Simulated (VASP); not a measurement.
# SiNi2 (P-3m1) in VASP: further runs

The runs below take SiNi2 through single point, with r2SCAN.

Program: VASP 6.6.1. These are calculated values, not measurements. Logs are shortened: lines on timing, memory, paths and dates and some standing lists are left out, and cuts for length are marked.

## 1. The cell of the first run

Symmetry: P-3m1, No. 164, trigonal system. The conventional cell has a = 3.870 Å, b = 3.870 Å, c = 4.927 Å, α = 90.00°, β = 90.00°, γ = 120.00°. Si (site symmetry 3m) has 11 Ni at 2.31 to 2.69 Å and 3 Si at 2.95 Å within 3.0 Å. Within 3.2 Å of Ni (site symmetry -3m) lie 8 Ni at 2.42 to 2.46 Å and 6 Si at 2.69 Å. Ni (site symmetry -3m) has 6 Si at 2.43 Å and 8 Ni at 2.46 to 2.71 Å within 3.2 Å. Within 3.0 Å of Ni (site symmetry 3m) lie 5 Si at 2.31 to 2.50 Å and 9 Ni at 2.42 to 2.91 Å.

## 2. Single point, r2SCAN (atoms displaced along a vibrational mode)

POSCAR

```
SiNi2
1.0
    3.8695455034      0.0000000000      0.0000000000
   -1.9347727517      3.3511247070      0.0000000000
    0.0000000000      0.0000000000      4.9268111706
Si Ni
2 4
Direct
    0.3333333333      0.6666666667      0.6956556154
    0.6666666667      0.3333333333      0.3043443846
    0.0000000000      0.0000000000      0.0000000000
    0.0000000000      0.0000000000      0.5000000000
    0.3333333333      0.6666666667      0.1891086872
    0.6666666667      0.3333333333      0.8108913128
```

INCAR.step1

```
PREC     = Accurate       # precision mode
ENCUT    = 520            # plane-wave cutoff, eV
ISMEAR   = 0              # smearing method
SIGMA    = 0.15           # smearing width, eV
LREAL    = False          # projectors in reciprocal space
LASPH    = True           # aspherical terms in the spheres
NELM     = 80             # most SCF steps
NBANDS   = 33             # bands
GGA      = PE             # functional
ALGO     = Normal         # electronic algorithm
EDIFF    = 1E-4           # SCF threshold, eV
LWAVE    = True           # write WAVECAR
LCHARG   = False          # write CHGCAR
```

INCAR.step2

```
PREC     = Accurate       # precision mode
ENCUT    = 520            # plane-wave cutoff, eV
EDIFF    = 1E-7           # SCF threshold, eV
ISMEAR   = 0              # smearing method
SIGMA    = 0.15           # smearing width, eV
LREAL    = False          # projectors in reciprocal space
LASPH    = True           # aspherical terms in the spheres
NELM     = 80             # most SCF steps
ALGO     = Normal         # electronic algorithm
ISIF     = 2              # what is computed and relaxed
LWAVE    = False          # write WAVECAR
LCHARG   = False          # write CHGCAR
METAGGA  = R2SCAN         # meta-GGA
LMIXTAU  = True         
NBANDS   = 33             # bands
ISTART   = 1
```

KPOINTS

```
Automatic mesh
0
Gamma
  12 12 10
```

Potentials or basis: VASP PAW PBE potentials, release 64 (Si, Ni).

The run is started by

```bash
$ cat potpaw_PBE.64/Si/POTCAR potpaw_PBE.64/Ni/POTCAR > POTCAR
$ cp INCAR.step1 INCAR
$ mpirun -np 1 vasp_std > vasp.out
$ cp INCAR.step2 INCAR
$ mpirun -np 1 vasp_std > vasp.out
```

OUTCAR:

```text
PREC = Accurate
   ENCUT = 520
   EDIFF = 1E-7
   ISMEAR = 0
   LREAL = False
   LASPH = True
   NELM = 80
   ISIF = 2
   METAGGA = R2SCAN
   ISTART = 1

 ion  position               nearest neighbor table
   1  0.333  0.667  0.696-   6 2.31   6 2.31   6 2.31   5 2.43   4 2.43   4 2.43   4 2.43   5 2.50
                             3 2.69   3 2.69   3 2.69   2 2.95   2 2.95   2 2.95
   2  0.667  0.333  0.304-   5 2.31   5 2.31   5 2.31   6 2.43   4 2.43   4 2.43   4 2.43   6 2.50
                             3 2.69   3 2.69   3 2.69   1 2.95   1 2.95   1 2.95
   3  0.000  0.000  0.000-   5 2.42   6 2.42   5 2.42   6 2.42   6 2.42   5 2.42   4 2.46   4 2.46
                             1 2.69   2 2.69   1 2.69   2 2.69   1 2.69   2 2.69
   4  0.000  0.000  0.500-   1 2.43   2 2.43   1 2.43   2 2.43   2 2.43   1 2.43   3 2.46   3 2.46
                             6 2.71   5 2.71   6 2.71   5 2.71   6 2.71   5 2.71
   5  0.333  0.667  0.189-   2 2.31   2 2.31   2 2.31   3 2.42   3 2.42   3 2.42   1 2.43   1 2.50
                             4 2.71   4 2.71   4 2.71   6 2.91   6 2.91   6 2.91
   6  0.667  0.333  0.811-   1 2.31   1 2.31   1 2.31   3 2.42   3 2.42   3 2.42   2 2.43   2 2.50
                             4 2.71   4 2.71   4 2.71   5 2.91   5 2.91   5 2.91

  LATTYP: Found a hexagonal cell.
 ALAT       =     3.8695455034
 C/A-ratio  =     1.2732273509

  Lattice vectors:

 A1 = (   3.8695455034,   0.0000000000,   0.0000000000)
 A2 = (  -1.9347727517,   3.3511247070,   0.0000000000)
 A3 = (   0.0000000000,   0.0000000000,   4.9268111706)

Analysis of symmetry for initial positions (statically):
=====================================================================
 Subroutine PRICEL returns:
 Original cell was already a primitive cell.

 Routine SETGRP: Setting up the symmetry group for a
 hexagonal supercell.

 Subroutine GETGRP returns: Found 12 space group operations
 (whereof 12 operations were pure point group operations)
 out of a pool of 24 trial point group operations.

The static configuration has the point symmetry D_3d.

Analysis of symmetry for dynamics (positions and initial velocities):
=====================================================================
 Subroutine PRICEL returns:
 Original cell was already a primitive cell.

 Routine SETGRP: Setting up the symmetry group for a
 hexagonal supercell.

 Subroutine GETGRP returns: Found 12 space group operations
 (whereof 12 operations were pure point group operations)
 out of a pool of 24 trial point group operations.

The dynamic configuration has the point symmetry D_3d.

 Subroutine INISYM returns: Found 12 space group operations
 (whereof 12 operations are pure point group operations),
 and found     1 'primitive' translations

----------------------------------------------------------------------------------------

                                     Primitive cell

  volume of cell :      63.8876

  direct lattice vectors                    reciprocal lattice vectors
     3.869545503  0.000000000  0.000000000     0.258428283  0.149203639  0.000000000
    -1.934772752  3.351124707  0.000000000     0.000000000  0.298407277  0.000000000
     0.000000000  0.000000000  4.926811171     0.000000000  0.000000000  0.202971043

  length of vectors
     3.869545503  3.869545503  4.926811171     0.298407277  0.298407277  0.202971043

  position of ions in fractional coordinates (direct lattice)
     0.333333333  0.666666667  0.695655615
     0.666666667  0.333333333  0.304344385
     0.000000000  0.000000000  0.000000000
     0.000000000  0.000000000  0.500000000
     0.333333333  0.666666667  0.189108687
     0.666666667  0.333333333  0.810891313

  ion indices of the primitive-cell ions
   primitive index   ion index
                 1           1
                 2           2
                 3           3
                 4           4
                 5           5
                 6           6

----------------------------------------------------------------------------------------

 KPOINTS: Automatic mesh

Automatic generation of k-mesh.
 Grid dimensions read from file:
 generate k-points for:   12   12   10

 Generating k-lattice:

  Cartesian coordinates                     Fractional coordinates (reciprocal lattice)
     0.021535690  0.012433637  0.000000000     0.083333333  0.000000000  0.000000000
     0.000000000  0.024867273  0.000000000     0.000000000  0.083333333  0.000000000
     0.000000000  0.000000000  0.020297104     0.000000000  0.000000000  0.100000000

  Length of vectors
     0.024867273  0.024867273  0.020297104

  Shift w.r.t. Gamma in fractional coordinates (k-lattice)
     0.000000000  0.000000000  0.000000000

 Subroutine IBZKPT returns following result:
 ===========================================

 Found    162 irreducible k-points:

 Following reciprocal coordinates:
            Coordinates               Weight
  0.000000  0.000000  0.000000      1.000000
  0.083333  0.000000  0.000000      6.000000
  0.166667  0.000000  0.000000      6.000000
  0.250000 -0.000000  0.000000      6.000000
  0.333333  0.000000  0.000000      6.000000
  0.416667  0.000000  0.000000      6.000000
[... 16 lines left out ...]
  0.166667  0.000000  0.100000      6.000000
  0.000000  0.166667  0.100000      6.000000
 [... further k-points ...]
   k-points           NKPTS =    162   k-points in BZ     NKDIM =    162   number of bands    NBANDS=     33
   number of dos      NEDOS =    301   number of ions     NIONS =      6
   total plane-waves  NPLWV =  36000
   dimension x,y,z NGX =    30 NGY =   30 NGZ =   40
   dimension x,y,z NGXF=    60 NGYF=   60 NGZF=   80
   ions per type =               2   4
   NGX,Y,Z   is equivalent  to a cutoff of  12.89, 12.89, 13.50 a.u.
   NGXF,Y,Z  is equivalent  to a cutoff of  25.78, 25.78, 26.99 a.u.
 SYSTEM =  unknown system
   PREC   = accura    normal or accurate (medium, high low for compatibility)
   ISTART =      1    job   : 0-new  1-cont  2-samecut
   ICHARG =      0    charge: 1-file 2-atom 10-const
   ISPIN  =      1    spin polarized calculation?
   LNONCOLLINEAR =      F non collinear calculations
   LSORBIT =      F    spin-orbit coupling
   LASPH  =      T    aspherical Exc in radial PAW
   ENCUT  =  520.0 eV  38.22 Ry    6.18 a.u.   7.19  7.19  9.16*2*pi/ulx,y,z
   NELM   =     80;   NELMIN=  2; NELMDL=  0     # of ELM steps
   EDIFF  = 0.1E-06   stopping-criterion for ELM
   LREAL  =      F    real-space projection
   EDIFFG = 0.1E-05   stopping-criterion for IOM
   NSW    =      0    number of steps for IOM
   IBRION =     -1    ionic relax: 0-MD 1-quasi-New 2-CG
   NFREE  =      0    steps in history (QN), initial steepest desc. (CG)
   ISIF   =      2    stress and relaxation
   ISYM   =      2    0-nonsym 1-usesym 2-fastsym
   POTIM  = 0.5000    time-step for ionic-motion
   TEBEG  =    0.0;   TEEND  =   0.0 temperature during run
   PSTRESS=    0.0 pullay stress
   NELECT =      48.0000    total number of electrons
   NUPDOWN=      -1.0000    fix difference up-down
   EMIN   =  10.00;   EMAX   =-10.00  energy-range for DOS
   EFERMI =   0.00;   METHOD = LEGACY
   ISMEAR =     0;   SIGMA  =   0.15  broadening in eV -4-tet -1-fermi 0-gaus
   EFERMI_NEDOS =   21; number of points for ismear=-14 and -15
   IALGO  =     38    algorithm
   IMIX   =      4    mixing-type and parameters
     AMIX     =   0.40;   BMIX     =  1.00
     AMIX_MAG =   1.60;   BMIX_MAG =  1.00
  volume/ion in A,a.u.               =      10.65        71.86
  Fermi-wavevector in a.u.,A,eV,Ry     =   1.488275  2.812431 30.136380  2.214961
  Thomas-Fermi vector in A             =   2.601330
   LORBIT       =      0    0 simple, 1 ext, 2 COOP (PROOUT), +10 PAW based schemes
   METAGGA = R2SCAN    functional components
   LHFCALC =     F    Hartree Fock is set to
   AEXX    =    0.0000 exact exchange contribution
   IVDW    =     0    specifies the selected vdW correction
   LEPSILON=     F    determine dielectric tensor
   LRPA    =     F    only Hartree local field effects (RPA)
 non-spin polarized calculation
 Gauss-broadening in eV      SIGMA  =   0.15
  energy-cutoff  :      520.00
  volume of cell :       63.89
 maximum number of plane-waves:      1737
 NGX is ok and might be reduce to    30
   NGX = 15   NGY = 15   NGZ = 19

 number of electron      47.9999979 magnetization

 Free energy of the ion-electron system (eV)
  ---------------------------------------------------
  ext. energy  EPLUGINS =         0.00000000
  ---------------------------------------------------
  free energy    TOTEN  =       -67.89367769 eV

  energy without entropy =      -67.85521171  energy(sigma->0) =      -67.87444470

 E-fermi :  11.4309     XC(G=0): -14.1524

 val. band max:       11.4260021094   @ k =   0.0000   0.1667   0.1000
 cond. band min:      11.4338483492   @ k =   0.3333   0.0833   0.2000
 fundamental gap:      0.0078462398
 Fermi energy:        11.4309452495

 k-point     1 :       0.0000    0.0000    0.0000
  band No.  band energies     occupation
      1      -2.1732      2.00000
      2       3.0132      2.00000
      3       4.3096      2.00000
      4       6.0943      2.00000
      5       6.0943      2.00000
      6       7.2603      2.00000
[... 25 lines left out ...]
     32      17.5632      0.00000
     33      20.6213      0.00000

 k-point     2 :       0.0833    0.0000    0.0000
  band No.  band energies     occupation
      1      -2.0785      2.00000
      2       3.0216      2.00000
      3       4.3876      2.00000
      4       6.0467      2.00000
      5       6.1352      2.00000
      6       7.1145      2.00000
[... 25 lines left out ...]
     32      17.9845      0.00000
     33      19.4830      0.00000
[... 754 lines left out ...]
     32      18.4081      0.00000
     33      18.7531      0.00000

 k-point    24 :       0.0000    0.1667    0.1000
  band No.  band energies     occupation
      1      -1.7392      2.00000
      2       2.7217      2.00000
      3       4.7486      2.00000
      4       5.9420      2.00000
      5       6.2961      2.00000
      6       6.7627      2.00000
[... 25 lines left out ...]
     32      17.8786      0.00000
     33      19.3845      0.00000

 [... further k-points ...]

------------------------ aborting loop because EDIFF is reached ----------------------------------------

  FORCE on cell =-STRESS in cart. coord.  units (eV):
  Direction    XX          YY          ZZ          XY          YZ          ZX
  --------------------------------------------------------------------------------------
  -------------------------------------------------------------------------------------
  Total        0.1650168      0.1650168     -1.3922869      0.0000000     -0.0000000      0.0000000
  in kB        4.1383040      4.1383040    -34.9158681      0.0000000     -0.0000000      0.0000000
  external PRESSURE =      -8.8797533 kB  Pullay stress =       0.0000000 kB

 VOLUME and BASIS-vectors are now :
 -----------------------------------------------------------------------------
  energy-cutoff  :      520.00
  volume of cell :       63.89
      direct lattice vectors                 reciprocal lattice vectors
     3.869545503  0.000000000  0.000000000     0.258428283  0.149203639  0.000000000
    -1.934772752  3.351124707  0.000000000     0.000000000  0.298407277  0.000000000
     0.000000000  0.000000000  4.926811171     0.000000000  0.000000000  0.202971043

 POSITION                                       TOTAL-FORCE (eV/Angst)
 -----------------------------------------------------------------------------------
     -0.00000      2.23408      3.42736         0.000000      0.000000      0.479738
      1.93477      1.11704      1.49945        -0.000000      0.000000     -0.479738
      0.00000      0.00000      0.00000         0.000000      0.000000     -0.000000
      0.00000      0.00000      2.46341         0.000000      0.000000     -0.000000
     -0.00000      2.23408      0.93170        -0.000000      0.000000      0.819804
      1.93477      1.11704      3.99511         0.000000     -0.000000     -0.819804
 -----------------------------------------------------------------------------------
    total drift:                               -0.000000      0.000000     -0.000000

  FREE ENERGIE OF THE ION-ELECTRON SYSTEM (eV)
  ---------------------------------------------------
  free  energy   TOTEN  =       -67.8936776929 eV

  energy  without entropy=      -67.8552117099  energy(sigma->0) =      -67.87444470
```

Run time: 47 min. Hardware: 1 thread of Intel Xeon 8259CL, shared host; peak memory 0.39 GiB.

Results:

```yaml
Free_energy: -67.8937 eV
Pressure: -0.9 GPa
Largest_force: 0.820 eV/Å
Band_gap_on_the_k_mesh: zero (bands 24 and 25 overlap by 3.53 eV)
```

Forces in eV/Å, atoms in the order of the input:
```
Si   0.000  0.000  0.480
Si   0.000  0.000 -0.480
Ni   0.000  0.000  0.000
Ni   0.000  0.000  0.000
Ni   0.000  0.000  0.820
Ni   0.000  0.000 -0.820
```

Levels at points of the mesh, in eV from the Fermi level:
```
           k point  band 20  band 21  band 22  band 23  band 24  band 25  band 26  band 27  band 28  band 29
(0.00, 0.00, 0.00)    -0.99    -0.84    -0.84     0.18     2.29     2.40     2.40     2.83     2.83     4.67
(0.50, 0.00, 0.00)    -1.22    -1.10    -1.00    -0.86    -0.65    -0.06     0.71     2.01     3.21     4.40
(0.00, 0.00, 0.50)    -1.11    -1.01    -1.01     1.60     3.02     3.02     3.03     3.03     3.23     3.26
(0.50, 0.00, 0.50)    -1.28    -1.27    -1.01    -0.81    -0.73     0.79     0.89     2.27     3.82     5.74
```

Caveat: the cell differs from its parent crystal (atoms displaced along a vibrational mode); the PAW data sets were made with another functional, which shifts forces and pressure a little.

## 3. Single point, r2SCAN (atoms displaced along a vibrational mode)

POSCAR

```
SiNi2
1.0
    3.8695455034      0.0000000000      0.0000000000
   -1.9347727517      3.3511247070      0.0000000000
    0.0000000000      0.0000000000      4.9268111706
Si Ni
2 4
Direct
    0.3333333333      0.6666666667      0.7703791442
    0.6666666667      0.3333333333      0.2296208558
    0.0000000000      0.0000000000      0.0000000000
    0.0000000000      0.0000000000      0.5000000000
    0.3333333333      0.6666666667      0.2728342423
    0.6666666667      0.3333333333      0.7271657577
```

INCAR.step1

```
SYSTEM = SiNi2
  PREC = Accurate
  ENCUT = 520
  ISMEAR = 0
  SIGMA = 0.15
  LREAL = .FALSE.
  LASPH = .TRUE.
  NELM = 100
  NBANDS = 33
  GGA = PE
  ALGO = Normal
  EDIFF = 1E-4
  LWAVE = .TRUE.
  LCHARG = .FALSE.
```

INCAR.step2

```
SYSTEM = SiNi2
  PREC = Accurate
  ENCUT = 520
  EDIFF = 1E-6
  ISMEAR = 0
  SIGMA = 0.15
  LREAL = .FALSE.
  LASPH = .TRUE.
  NELM = 100
  ALGO = Normal
  ISIF = 2
  LWAVE = .FALSE.
  LCHARG = .FALSE.
  METAGGA = R2SCAN
  LMIXTAU = .TRUE.
  NBANDS = 33
  ISTART = 1
```

KPOINTS

```
regular mesh
0
G
  12 12 10
  0 0 0
```

Potentials or basis: VASP PAW PBE potentials, release 64 (Si, Ni).

The run is started by

```bash
$ cat potpaw_PBE.64/Si/POTCAR potpaw_PBE.64/Ni/POTCAR > POTCAR
$ cp INCAR.step1 INCAR
$ mpirun -np 1 vasp_std > vasp.out
$ cp INCAR.step2 INCAR
$ mpirun -np 1 vasp_std > vasp.out
```

Wall time 39 min (1 thread of Intel Xeon 8259CL, shared host); peak memory 0.38 GiB.

The run converged. Its results:

| Property | Result |
| --- | --- |
| Free energy | -68.2167 eV |
| Pressure | 0.1 GPa |
| Largest force | 0.334 eV/Å |
| Band gap on the k mesh | zero (bands 24 and 25 overlap by 3.50 eV) |

Forces in eV/Å, atoms in the order of the input:
```
Si   0.000  0.000 -0.155
Si   0.000  0.000  0.155
Ni   0.000  0.000  0.000
Ni   0.000  0.000  0.000
Ni   0.000  0.000 -0.334
Ni   0.000  0.000  0.334
```

Stress tensor (GPa, compression positive):
```
 0.29  0.00  0.00
 0.00  0.29  0.00
 0.00  0.00 -0.27
```

Levels at points of the mesh, in eV from the Fermi level:
```tsv
k point	band 22	band 23	band 24	band 25	band 26	band 27
(0.00, 0.00, 0.00)	-0.68	0.12	2.81	2.81	2.87	2.96
(0.50, 0.00, 0.00)	-1.19	-0.78	-0.74	-0.61	1.20	1.98
(0.00, 0.00, 0.50)	-1.21	2.14	2.86	3.30	3.30	3.63
(0.50, 0.00, 0.50)	-1.19	-0.97	-0.86	0.91	1.05	2.85
```

Caveat: the cell differs from its parent crystal (atoms displaced along a vibrational mode); the PAW data sets were made with another functional, which shifts forces and pressure a little. Spin polarisation is off, so any magnetic state and its effect on volume and gap are missing.
